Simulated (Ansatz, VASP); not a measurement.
## Two plane-wave programs on InGa3P4

```
In Ga P
1.0
     5.62090    0.00000    0.00000
     0.00000    5.62090    0.00000
     0.00000    0.00000    5.62090
In Ga P
1 3 4
Cartesian
  2.8104 2.8104 2.8104
  0.0000 0.0000 2.8104
  0.0000 2.8104 0.0000
  2.8104 0.0000 0.0000
  4.2720 4.2720 4.2720
  4.2720 1.3489 1.3489
  1.3489 4.2720 1.3489
  1.3489 1.3489 4.2720
```

Alike in both runs: task relaxation of cell and atoms; functional PBE; k mesh 6 × 6 × 6; occupations gaussian, width 0.02 eV; no spin polarisation.

```csv
,VASP,Ansatz
version,VASP 6.6.1,Ansatz 0.2.0
potentials or method,"VASP PAW PBE potentials, release 64 (In_d, Ga_d, P), cutoff 600 eV","scalar-relativistic, plane waves, PAW"
valence electrons in the cell,72,72
```

Ansatz gave:

* gap on the k mesh at the Fermi level, each at its own relaxed structure (eV): 1.05
* relaxed volume (Å³/atom): 22.20
* relaxed cell length with the largest relative difference (Å): 5.621

What did VASP give for the same quantities?

gap on the k mesh at the Fermi level, each at its own relaxed structure (eV): 1.04; relaxed volume (Å³/atom): 22.20; relaxed cell length with the largest relative difference (Å): 5.621.

Noted on VASP's run: the relaxation stopped at its first step, so nothing moved.
